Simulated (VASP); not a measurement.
Set up this calculation in VASP 6.6.1, as the native input.

| Quantity | Value |
| --- | --- |
| Task | single point |
| Functional | revpbe exchange, lda correlation |
| Potentials or basis | VASP PAW PBE potentials, release 64 (Br) |
| Cutoff | 500 eV |
| k mesh | 10 × 10 × 10 |
| Occupations | gaussian, width 0.025 eV |
| Spin | non-collinear spin, typed start |
| Starting moments | [[0.0, 0.0, 0.5]] μB |
| Dipole correction | no |
| Further INCAR settings | ALGO = Normal; EDIFF = 1e-06; NBANDS = 18 |

The structure of Br lies in POSCAR:

```
Br
1.0
   -1.4042529722      1.4042529722      3.5291666136
    1.4042529722     -1.4042529722      3.5291666136
    1.4042529722      1.4042529722     -3.5291666136
Br
1
Direct
    0.0000000000      0.0000000000      0.0000000000
```

These files were run (other wordings do the same):

INCAR

```
PREC = Accurate
ENCUT = 500
EDIFF = 1E-6
ISMEAR = 0
SIGMA = 0.025
LREAL = False
LASPH = True
NELM = 200
ALGO = Normal
ISIF = 2
LWAVE = False
LCHARG = False
LNONCOLLINEAR = True
MAGMOM = 0 0 0.5
LORBIT = 11
GGA = LIBXC
LIBXC1 = GGA_X_PBE_R
LIBXC2 = LDA_C_PW
NBANDS = 18
GGA_COMPAT = False
```

KPOINTS

```
regular mesh
0
Gamma
  10 10 10
```

Potentials or basis: VASP PAW PBE potentials, release 64 (Br).

Command:

```console
$ cat potpaw_PBE.64/Br/POTCAR > POTCAR
$ mpirun -np 1 vasp_ncl > vasp.out
```

It gave:

```yaml
Pressure: 9.7 GPa
Band_gap_on_the_k_mesh: zero (bands 7 and 8 overlap by 4.35 eV)
Net_moment: 0.00 μB per cell
Valence_electrons_inside_the_program's_atomic_spheres: Br 4.81
```

Caveat: the cell stands under pressure; the PAW data sets were made with another functional, which shifts forces and pressure a little.

It took 93 s on 1 thread of Intel(R) Xeon(R) 6975P-C (Granite Rapids) (shared host), peak memory 0.33 GiB.
